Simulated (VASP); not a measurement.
# HgTe (F-43m) in VASP: notebook, part 2 of 2

VASP 6.6.1. The steps go on from the part before.

## Step 4: Single point, PBE (volume scaled by 0.98, then relaxed in part)

File INCAR:

```
ALGO = Normal
EDIFF = 1E-7
ENCUT = 520
GGA = PE
ISIF = 2
ISMEAR = -1
LASPH = T
LCHARG = F
LREAL = F
LWAVE = F
NBANDS = 16
NELM = 80
PREC = Accurate
SIGMA = 0.05
```

File KPOINTS:

```
k-points
0
Gamma
  13 13 13
```

File POSCAR:

```
HgTe
1.0
    0.0000000000      3.2018651199      3.2018651199
    3.2018651199      0.0000000000      3.2018651199
    3.2018651199      3.2018651199      0.0000000000
Hg Te
1 1
Direct
    0.0000000000      0.0000000000      0.0000000000
    0.2500000000      0.2500000000      0.2500000000
```

Potentials or basis: VASP PAW PBE potentials, release 64 (Hg, Te).

The run is started by

```console
cat potpaw_PBE.64/Hg/POTCAR potpaw_PBE.64/Te/POTCAR > POTCAR
mpirun -np 1 vasp_std > vasp.out
```

OUTCAR:

```text
EDIFF = 1E-7
   ENCUT = 520
   GGA = PE
   ISIF = 2
   ISMEAR = -1
   LASPH = T
   LREAL = F
   NELM = 80
   PREC = Accurate

 ion  position               nearest neighbor table
   1  0.000  0.000  0.000-   2 2.77   2 2.77   2 2.77   2 2.77
   2  0.250  0.250  0.250-   1 2.77   1 2.77   1 2.77   1 2.77

  LATTYP: Found a face centered cubic cell.
 ALAT       =     6.4037302398

  Lattice vectors:

 A1 = (   0.0000000000,   3.2018651199,   3.2018651199)
 A2 = (   3.2018651199,   0.0000000000,   3.2018651199)
 A3 = (   3.2018651199,   3.2018651199,   0.0000000000)

Analysis of symmetry for initial positions (statically):
=====================================================================
 Subroutine PRICEL returns:
 Original cell was already a primitive cell.

 Routine SETGRP: Setting up the symmetry group for a
 face centered cubic supercell.

 Subroutine GETGRP returns: Found 24 space group operations
 (whereof 24 operations were pure point group operations)
 out of a pool of 48 trial point group operations.

The static configuration has the point symmetry T_d .

Analysis of symmetry for dynamics (positions and initial velocities):
=====================================================================
 Subroutine PRICEL returns:
 Original cell was already a primitive cell.

 Routine SETGRP: Setting up the symmetry group for a
 face centered cubic supercell.

 Subroutine GETGRP returns: Found 24 space group operations
 (whereof 24 operations were pure point group operations)
 out of a pool of 48 trial point group operations.

The dynamic configuration has the point symmetry T_d .

 Subroutine INISYM returns: Found 24 space group operations
 (whereof 24 operations are pure point group operations),
 and found     1 'primitive' translations

----------------------------------------------------------------------------------------

                                     Primitive cell
[... 109 lines left out ...]
   IMIX   =      4    mixing-type and parameters
     AMIX     =   0.40;   BMIX     =  1.00
     AMIX_MAG =   1.60;   BMIX_MAG =  1.00
  volume/ion in A,a.u.               =      32.83       221.52
  Fermi-wavevector in a.u.,A,eV,Ry     =   1.063537  2.009794 15.389701  1.131111
  Thomas-Fermi vector in A             =   2.199025
   LORBIT       =      0    0 simple, 1 ext, 2 COOP (PROOUT), +10 PAW based schemes
   GGA     = PE    functional components
   LHFCALC =     F    Hartree Fock is set to
   AEXX    =    0.0000 exact exchange contribution
   IVDW    =     0    specifies the selected vdW correction
   LEPSILON=     F    determine dielectric tensor
   LRPA    =     F    only Hartree local field effects (RPA)
 non-spin polarized calculation
  energy-cutoff  :      520.00
  volume of cell :       65.65
 maximum number of plane-waves:      1807
 NGX is ok and might be reduce to    36
   NGX = 17   NGY = 17   NGZ = 17

 number of electron      17.9999998 magnetization

 Free energy of the ion-electron system (eV)
  ---------------------------------------------------
  ext. energy  EPLUGINS =         0.00000000
  ---------------------------------------------------
  free energy    TOTEN  =        -3.53298115 eV

  energy without entropy =       -3.53277410  energy(sigma->0) =       -3.53287762

 E-fermi :   3.5068     XC(G=0):  -8.8729

 val. band max:        3.4017456502   @ k =   0.0000   0.0000   0.0000
 cond. band min:       3.8352126091   @ k =   0.0769   0.0000   0.0000
 fundamental gap:      0.4334669588
 Fermi energy:         3.5067930495

 k-point     1 :       0.0000    0.0000    0.0000
  band No.  band energies     occupation
      1      -8.7939      2.00000
      2      -4.1228      2.00000
      3      -4.1228      2.00000
      4      -4.1228      2.00000
      5      -3.5579      2.00000
      6      -3.5579      2.00000
[... 433 lines left out ...]
      3      -3.9439      2.00000
      4      -3.6430      2.00000
      5      -3.5275      2.00000
      6      -3.3864      2.00000
[... 8 lines left out ...]
     15      12.9704      0.00000
     16      13.7014      0.00000

 [... further k-points ...]

------------------------ aborting loop because EDIFF is reached ----------------------------------------

  FORCE on cell =-STRESS in cart. coord.  units (eV):
  Direction    XX          YY          ZZ          XY          YZ          ZX
  --------------------------------------------------------------------------------------
  -------------------------------------------------------------------------------------
  Total        2.1707770      2.1707770      2.1707770      0.0000000      0.0000000      0.0000000
  in kB       52.9769187     52.9769187     52.9769187      0.0000000      0.0000000      0.0000000
  external PRESSURE =      52.9769187 kB  Pullay stress =       0.0000000 kB

 VOLUME and BASIS-vectors are now :
 -----------------------------------------------------------------------------
  energy-cutoff  :      520.00
  volume of cell :       65.65
      direct lattice vectors                 reciprocal lattice vectors
     0.000000000  3.201865120  3.201865120    -0.156158983  0.156158983  0.156158983
     3.201865120  0.000000000  3.201865120     0.156158983 -0.156158983  0.156158983
     3.201865120  3.201865120  0.000000000     0.156158983  0.156158983 -0.156158983

 POSITION                                       TOTAL-FORCE (eV/Angst)
 -----------------------------------------------------------------------------------
      0.00000      0.00000      0.00000         0.000000      0.000000      0.000000
      1.60093      1.60093      1.60093        -0.000000     -0.000000     -0.000000
 -----------------------------------------------------------------------------------
    total drift:                                0.000000      0.000000     -0.000000

  FREE ENERGIE OF THE ION-ELECTRON SYSTEM (eV)
  ---------------------------------------------------
  free  energy   TOTEN  =        -3.5329811467 eV

  energy  without entropy=       -3.5327741019  energy(sigma->0) =       -3.53287762
```

stdout:

```text
POSCAR found type information on POSCAR HgTe
 POSCAR found :  2 types and       2 ions
 scaLAPACK will be used
 LDA part: xc-table for (Slater+PW92), standard interpolation
 POSCAR, INCAR and KPOINTS ok, starting setup
 FFT: planning ... GRIDC
 FFT: planning ... GRID_SOFT
 FFT: planning ... GRID
 WAVECAR not read
 entering main loop
```

Wall time 46 s (1 thread of Intel Xeon 6975P-C (Granite Rapids), shared host); peak memory 0.26 GiB.

What came out:

* Free energy: -3.5330 eV
* Pressure: 5.3 GPa
* Band gap on the k mesh: zero (filled and empty bands touch)

Caveat: the cell differs from its parent crystal (volume scaled by 0.98, then relaxed in part); spin-orbit coupling is left out, which moves the levels of the heavy elements.

## Step 5: Single point, PBE

This run uses another cell than the first one, of 33.50 Å³/atom, 1.064 times its volume.

File INCAR:

```
SYSTEM = HgTe
  PREC = Accurate
  ENCUT = 520
  EDIFF = 1E-6
  ISMEAR = -1
  SIGMA = 0.05
  LREAL = .FALSE.
  LASPH = .TRUE.
  NELM = 100
  ALGO = Normal
  ISIF = 2
  LWAVE = .FALSE.
  LCHARG = .FALSE.
  GGA = PE
  NBANDS = 16
```

File KPOINTS:

```
Automatic mesh
0
G
  13 13 13
  0 0 0
```

File POSCAR:

```
HgTe
1.0
    0.0000000000      3.2235000000      3.2235000000
    3.2235000000      0.0000000000      3.2235000000
    3.2235000000      3.2235000000      0.0000000000
Hg Te
1 1
Direct
    0.0000000000      0.0000000000      0.0000000000
    0.2500000000      0.2500000000      0.2500000000
```

The run is started by

```console
cat potpaw_PBE.64/Hg/POTCAR potpaw_PBE.64/Te/POTCAR > POTCAR
mpirun -np 1 vasp_std > vasp.out
```

It took 36 s on 1 thread of Intel Xeon 6975P-C (Granite Rapids), shared host; peak memory 0.26 GiB.

It converged, with:

- Free energy: -3.5727 eV
- Pressure: 4.1 GPa
- Band gap on the k mesh: zero (filled and empty bands touch)

Levels at points of the mesh, in eV from the Fermi level:
```
           k point  band 5  band 6  band 7  band 8  band 9  band 10  band 11  band 12  band 13  band 14
(0.00, 0.00, 0.00)   -6.97   -6.97   -0.81   -0.11   -0.11    -0.11     4.11     4.11     4.11     6.37
```

Caveat: spin-orbit coupling is left out, which moves the levels of the heavy elements.

## Step 6: Single point, PBE (volume scaled by 1.02, then relaxed in part)

File INCAR:

```
PREC = Accurate ; ENCUT = 520
EDIFF = 1E-6 ; ISMEAR = -1
SIGMA = 0.05 ; LREAL = F
LASPH = T ; NELM = 80
ALGO = Normal ; ISIF = 2
LWAVE = F ; LCHARG = F
GGA = PE ; NBANDS = 16
```

File KPOINTS:

```
Automatic mesh
0
Gamma
  13 13 13
```

File POSCAR:

```
HgTe
1.0
    0.0000000000      3.2448483043      3.2448483043
    3.2448483043      0.0000000000      3.2448483043
    3.2448483043      3.2448483043      0.0000000000
Hg Te
1 1
Direct
    0.0000000000      0.0000000000      0.0000000000
    0.2500000000      0.2500000000      0.2500000000
```

Potentials or basis: VASP PAW PBE potentials, release 64 (Hg, Te).

The run is started by

```console
cat potpaw_PBE.64/Hg/POTCAR potpaw_PBE.64/Te/POTCAR > POTCAR
mpirun -np 1 vasp_std > vasp.out
```

Run time: 34 s. Hardware: 1 thread of Intel Xeon 6975P-C (Granite Rapids), shared host; peak memory 0.26 GiB.

Results (log left out):

```
Free energy            : -3.6032 eV
Pressure               : 3.1 GPa
Band gap on the k mesh : zero (filled and empty bands touch)
```

Levels at points of the mesh, in eV from the Fermi level:
| k point | band 5 | band 6 | band 7 | band 8 | band 9 | band 10 | band 11 | band 12 | band 13 | band 14 |
| --- | --- | --- | --- | --- | --- | --- | --- | --- | --- | --- |
| (0.00, 0.00, 0.00) | -6.88 | -6.88 | -0.86 | -0.11 | -0.11 | -0.11 | 4.14 | 4.14 | 4.14 | 6.38 |

Caveat: the cell differs from its parent crystal (volume scaled by 1.02, then relaxed in part); spin-orbit coupling is left out, which moves the levels of the heavy elements.

## Step 7: Summary

```tsv
cell	gap on the mesh (eV)	pressure (GPa)
a = 4.466 Å, angles 60.0°, 2 atoms	none	8.0
a = 4.497 Å, angles 60.0°, 2 atoms	none	6.6
a = 4.528 Å, angles 60.0°, 2 atoms	none	5.3
a = 4.559 Å, angles 60.0°, 2 atoms	none	4.1
a = 4.589 Å, angles 60.0°, 2 atoms	none	3.1
```

Alike in all rows: task single point; level PBE; potentials or basis VASP PAW PBE potentials, release 64 (Hg, Te); no spin polarisation; k mesh 13 × 13 × 13; cutoff (eV) 520; smearing fermi-dirac 0.05 eV.

Caveats: spin-orbit coupling is left out, which moves the levels of the heavy elements.

Absolute energies hang on the potentials; compare differences alone.
